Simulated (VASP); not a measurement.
# Y3VCo (Pm-3m) in VASP: further runs, part 2 of 2

VASP 6.6.1. Earlier steps stand in the parts before.

## (3) Single point, PBE, collinear spin, ferromagnetic start

This run uses another cell than the first one, of 27.32 Å³/atom.

Input file INCAR:

```
SYSTEM = Y3VCo
PREC = Accurate ; ENCUT = 520
EDIFF = 1E-6 ; ISMEAR = 0
SIGMA = 0.1 ; LREAL = .False.
LASPH = .True. ; NELM = 150
ALGO = Fast ; ISIF = 2
LWAVE = .False. ; LCHARG = .False.
ISPIN = 2 ; MAGMOM = 0 0 0 3.21 0.12
LORBIT = 11 ; LMAXMIX = 4
GGA = PE ; NBANDS = 40
```

Input file KPOINTS:

```
regular mesh
0
Gamma
  4 4 4
  0 0 0
```

Input file POSCAR:

```
Y3VCo
1.0
    5.1501473086      0.0000000000      0.0000000000
    0.0000000000      5.1501473086      0.0000000000
    0.0000000000      0.0000000000      5.1501473086
Y V Co
3 1 1
Direct
    0.0000000000      0.5000000000      0.5000000000
    0.5000000000      0.0000000000      0.5000000000
    0.5000000000      0.5000000000      0.0000000000
    0.0000000000      0.0000000000      0.0000000000
    0.5000000000      0.5000000000      0.5000000000
```

Potentials or basis: VASP PAW PBE potentials, release 64 (Y_sv, V_sv, Co).

On the command line:

```bash
$ cat potpaw_PBE.64/Y_sv/POTCAR potpaw_PBE.64/V_sv/POTCAR potpaw_PBE.64/Co/POTCAR > POTCAR
$ mpirun -np 1 vasp_std > vasp.out
```

OUTCAR:

```text
SYSTEM = Y3VCo
   PREC = Accurate
   ENCUT = 520
   EDIFF = 1E-6
   ISMEAR = 0
   LREAL = .False.
   LASPH = .True.
   NELM = 150
   ISIF = 2
   ISPIN = 2
   LORBIT = 11
   GGA = PE

 ion  position               nearest neighbor table
   1  0.000  0.500  0.500-   5 2.58   5 2.58   2 3.64   3 3.64   2 3.64   2 3.64   3 3.64   3 3.64
                             3 3.64   2 3.64
   2  0.500  0.000  0.500-   5 2.58   5 2.58   1 3.64   3 3.64   1 3.64   3 3.64   3 3.64   3 3.64
                             1 3.64   1 3.64
   3  0.500  0.500  0.000-   5 2.58   5 2.58   1 3.64   1 3.64   2 3.64   2 3.64   2 3.64   2 3.64
                             1 3.64   1 3.64
   4  0.000  0.000  0.000-
   5  0.500  0.500  0.500-   1 2.58   2 2.58   3 2.58   3 2.58   2 2.58   1 2.58

  LATTYP: Found a simple cubic cell.
 ALAT       =     5.1501473086

  Lattice vectors:

 A1 = (   5.1501473086,   0.0000000000,   0.0000000000)
 A2 = (   0.0000000000,   5.1501473086,   0.0000000000)
 A3 = (   0.0000000000,   0.0000000000,   5.1501473086)

Analysis of symmetry for initial positions (statically):
=====================================================================
 Subroutine PRICEL returns:
 Original cell was already a primitive cell.

 Routine SETGRP: Setting up the symmetry group for a
 simple cubic supercell.

 Subroutine GETGRP returns: Found 48 space group operations
 (whereof 48 operations were pure point group operations)
 out of a pool of 48 trial point group operations.

The static configuration has the point symmetry O_h .

Analysis of symmetry for dynamics (positions and initial velocities):
=====================================================================
 Subroutine PRICEL returns:
 Original cell was already a primitive cell.

 Routine SETGRP: Setting up the symmetry group for a
 simple cubic supercell.
[... 163 lines left out ...]
 cond. band min:       3.7498199932   @ k =   0.2500   0.2500   0.2500
 fundamental gap:      0.0509201256
 Fermi energy:         3.7194401502

 spin component 1

 k-point     1 :       0.0000    0.0000    0.0000
  band No.  band energies     occupation
      1     -60.9818      1.00000
      2     -38.9166      1.00000
      3     -38.8624      1.00000
      4     -38.8624      1.00000
      5     -34.8580      1.00000
      6     -34.8580      1.00000
[... 409 lines left out ...]
     38       6.4133      0.00000
     39       6.4133      0.00000
 Fermi energy:         3.7194401502

 spin component 2

 k-point     1 :       0.0000    0.0000    0.0000
  band No.  band energies     occupation
      1     -58.1706      1.00000
      2     -38.9012      1.00000
      3     -38.8467      1.00000
      4     -38.8467      1.00000
      5     -32.0661      1.00000
      6     -32.0661      1.00000
[... 409 lines left out ...]
     38       7.4732      0.00000
     39       7.4736      0.00000
 [bands above 39 left out]

------------------------ aborting loop because EDIFF is reached ----------------------------------------

  FORCE on cell =-STRESS in cart. coord.  units (eV):
  Direction    XX          YY          ZZ          XY          YZ          ZX
  --------------------------------------------------------------------------------------
  -------------------------------------------------------------------------------------
  Total        0.2337843      0.2337843      0.2337843      0.0000000     -0.0000000      0.0000000
  in kB        2.7419974      2.7419974      2.7419974      0.0000000     -0.0000000      0.0000000
  external PRESSURE =       2.7419974 kB  Pullay stress =       0.0000000 kB

 VOLUME and BASIS-vectors are now :
 -----------------------------------------------------------------------------
  energy-cutoff  :      520.00
  volume of cell :      136.60
      direct lattice vectors                 reciprocal lattice vectors
     5.150147309  0.000000000  0.000000000     0.194169203  0.000000000  0.000000000
     0.000000000  5.150147309  0.000000000     0.000000000  0.194169203  0.000000000
     0.000000000  0.000000000  5.150147309     0.000000000  0.000000000  0.194169203

 POSITION                                       TOTAL-FORCE (eV/Angst)
 -----------------------------------------------------------------------------------
      0.00000      2.57507      2.57507         0.000000      0.000000      0.000000
      2.57507      0.00000      2.57507         0.000000      0.000000      0.000000
      2.57507      2.57507      0.00000         0.000000      0.000000      0.000000
      0.00000      0.00000      0.00000         0.000000      0.000000      0.000000
      2.57507      2.57507      2.57507         0.000000      0.000000      0.000000
 -----------------------------------------------------------------------------------
    total drift:                               -0.000000      0.000000     -0.000000

  FREE ENERGIE OF THE ION-ELECTRON SYSTEM (eV)
  ---------------------------------------------------
  free  energy   TOTEN  =       -33.7134950249 eV

  energy  without entropy=      -33.6810269789  energy(sigma->0) =      -33.69726100

 total charge

# of ion       s       p       d       f       tot
--------------------------------------------------
    1        2.277   6.304   0.983   0.034   9.598
    2        2.277   6.304   0.983   0.034   9.598
    3        2.277   6.304   0.983   0.034   9.598
    4        2.235   6.032   3.010   0.000  11.276
    5        0.679   0.274   7.559   0.000   8.512
--------------------------------------------------
tot          9.745  25.218  13.518   0.103  48.584

 magnetization (x)

# of ion       s       p       d       f       tot
--------------------------------------------------
    1       -0.010   0.023   0.028   0.003   0.043
    2       -0.010   0.023   0.028   0.003   0.043
    3       -0.010   0.023   0.028   0.003   0.043
    4        0.049   0.029   2.824   0.000   2.902
    5        0.004  -0.003   0.148   0.000   0.149
--------------------------------------------------
tot          0.022   0.095   3.056   0.008   3.181
```

Wall time 6.9 min (1 thread of Oxide Virtual Turin-like, shared host); peak memory 0.32 GiB.

What came out:

- Free energy: -33.7135 eV
- Pressure: 0.3 GPa
- Net moment: 4.12 μB per cell
- Site moments: Y +0.04; V +2.90; Co +0.15 μB
- Valence electrons inside the program's atomic spheres: Y 9.60; V 11.28; Co 8.51

Levels at points of the mesh, in eV from the Fermi level:
Spin up:
| k point | band 26 | band 27 | band 28 | band 29 | band 30 | band 31 | band 32 | band 33 |
| --- | --- | --- | --- | --- | --- | --- | --- | --- |
| (0.00, 0.00, 0.00) | -0.57 | -0.57 | -0.57 | 1.06 | 1.06 | 1.06 | 1.33 | 1.33 |
| (0.50, 0.00, 0.00) | -0.68 | -0.66 | -0.66 | -0.18 | 0.62 | 0.62 | 0.80 | 1.08 |
| (0.50, 0.50, 0.00) | -0.48 | -0.35 | -0.35 | -0.31 | -0.12 | -0.11 | -0.08 | 0.26 |
| (0.50, 0.50, 0.50) | -0.74 | -0.20 | -0.20 | -0.04 | -0.04 | -0.04 | 0.29 | 0.29 |
Spin down:
```
           k point  band 21  band 22  band 23  band 24  band 25  band 26  band 27  band 28  band 29  band 30
(0.00, 0.00, 0.00)    -2.48    -2.13    -2.13    -0.89    -0.89     0.95     0.95     0.95     1.49     1.49
(0.50, 0.00, 0.00)    -2.00    -2.00    -1.46    -0.84     0.04     0.34     0.34     0.84     1.09     1.09
(0.50, 0.50, 0.00)    -1.92    -1.92    -1.17    -1.07    -0.70    -0.12     0.38     0.38     0.39     1.12
(0.50, 0.50, 0.50)    -1.51    -1.51    -1.51    -1.05    -1.05    -0.75     0.81     0.81     0.81     1.40
```

## (4) Relaxation of cell and atoms, PBE, collinear spin, ferromagnetic start

Input file INCAR:

```
SYSTEM = Y3VCo
  ALGO = Normal
  EDIFF = 1E-6
  EDIFFG = -0.04
  ENCUT = 600
  GGA = PE
  IBRION = 2
  ISIF = 3
  ISMEAR = 0
  ISPIN = 2
  LASPH = .True.
  LCHARG = .False.
  LMAXMIX = 4
  LORBIT = 11
  LREAL = .False.
  LWAVE = .False.
  MAGMOM = 0 0 0 3.21 0.12
  NELM = 150
  NSW = 90
  PREC = Accurate
  SIGMA = 0.1
```

Input file KPOINTS:

```
k-points
0
Gamma
  4 4 4
  0 0 0
```

POSCAR, as its differences from that of step 3:

```diff
@@ -2,5 +2,5 @@
 1.0
-    5.1501473086      0.0000000000      0.0000000000
-    0.0000000000      5.1501473086      0.0000000000
-    0.0000000000      0.0000000000      5.1501473086
+    4.6057928454      0.0000000000      0.0000000000
+    0.0000000000      4.6057928454      0.0000000000
+    0.0000000000      0.0000000000      4.6057928454
 Y V Co
```

On the command line:

```bash
$ cat potpaw_PBE.64/Y_sv/POTCAR potpaw_PBE.64/V_sv/POTCAR potpaw_PBE.64/Co/POTCAR > POTCAR
$ mpirun -np 1 vasp_std > vasp.out
```

Wall time 50 min (1 thread of Oxide Virtual Turin-like, shared host); peak memory 0.31 GiB.

It converged, with:

```
Free energy                                           : -33.7073 eV
Relaxed volume                                        : 27.39 Å³/atom
Relaxed cell                                          : a = 5.154 Å, b = 5.154 Å, c = 5.154 Å, α = 90.00°, β = 90.00°, γ = 90.00°
Space group after relaxing (to 0.1 Å)                 : Pm-3m (No. 221)
Energy gained by relaxing                             : 707.9 meV/atom
Ionic steps                                           : 17
Pressure after relaxing                               : 0.1 GPa
Net moment                                            : 4.12 μB per cell
Site moments                                          : Y +0.04; V +2.90; Co +0.15 μB
Valence electrons inside the program's atomic spheres : Y 9.59; V 11.28; Co 8.51
```

Step by step:
| step | energy change (eV) | largest force (eV/Å) | pressure (GPa) | volume (Å³) |
| --- | --- | --- | --- | --- |
| 1 | 0.0000 | 0.0000 | 28.10 | 97.70 |
| 2 | -3.2270 | 0.0000 | -5.24 | 154.62 |
| 3 | -3.5133 | 0.0000 | -1.57 | 141.39 |
| 4 | -3.5392 | 0.0000 | -0.87 | 137.73 |
| 5 | -3.5242 | 0.0000 | 1.45 | 133.70 |
| 6 | -3.5385 | 0.0000 | 0.42 | 136.18 |
| 7 | -3.5386 | 0.0000 | 0.41 | 136.21 |
| 8 | -3.5388 | 0.0000 | 0.46 | 136.29 |
| 9 | -3.5388 | 0.0000 | 0.38 | 136.29 |
| 10 | -3.5388 | 0.0000 | 0.38 | 136.29 |
| 11 | -3.5388 | 0.0000 | 0.39 | 136.30 |
| 12 | -3.5388 | 0.0000 | 0.39 | 136.31 |
| 13 | -3.5389 | 0.0000 | 0.37 | 136.33 |
| 14 | -3.5389 | 0.0000 | 0.38 | 136.37 |
| 15 | -3.5391 | 0.0000 | 0.38 | 136.45 |
| 16 | -3.5394 | 0.0000 | 0.24 | 136.61 |
| 17 | -3.5397 | 0.0000 | 0.11 | 136.94 |

Final structure:
```
Y V Co
1.0
     5.15438    0.00000    0.00000
     0.00000    5.15438    0.00000
     0.00000    0.00000    5.15438
Y V Co
3 1 1
Direct
  0.00000 0.50000 0.50000
  0.50000 0.00000 0.50000
  0.50000 0.50000 0.00000
  0.00000 0.00000 0.00000
  0.50000 0.50000 0.50000
```

Levels at points of the mesh, in eV from the Fermi level:
Spin up:
| k point | band 26 | band 27 | band 28 | band 29 | band 30 | band 31 | band 32 | band 33 |
| --- | --- | --- | --- | --- | --- | --- | --- | --- |
| (0.00, 0.00, 0.00) | -0.57 | -0.57 | -0.57 | 1.06 | 1.06 | 1.06 | 1.33 | 1.33 |
| (0.50, 0.00, 0.00) | -0.67 | -0.66 | -0.66 | -0.18 | 0.62 | 0.62 | 0.79 | 1.08 |
| (0.50, 0.50, 0.00) | -0.48 | -0.34 | -0.34 | -0.31 | -0.12 | -0.10 | -0.08 | 0.26 |
| (0.50, 0.50, 0.50) | -0.75 | -0.20 | -0.20 | -0.04 | -0.04 | -0.04 | 0.28 | 0.28 |
Spin down:
```tsv
k point	band 22	band 23	band 24	band 25	band 26	band 27	band 28	band 29
(0.00, 0.00, 0.00)	-2.12	-2.12	-0.88	-0.88	0.95	0.95	0.95	1.48
(0.50, 0.00, 0.00)	-2.00	-1.46	-0.83	0.04	0.34	0.34	0.84	1.06
(0.50, 0.50, 0.00)	-1.91	-1.17	-1.06	-0.70	-0.12	0.38	0.38	0.39
(0.50, 0.50, 0.50)	-1.51	-1.51	-1.05	-1.05	-0.76	0.80	0.80	0.80
```

Caveat: the volume moved by over 15 % at a fixed basis, so the end points are rough.
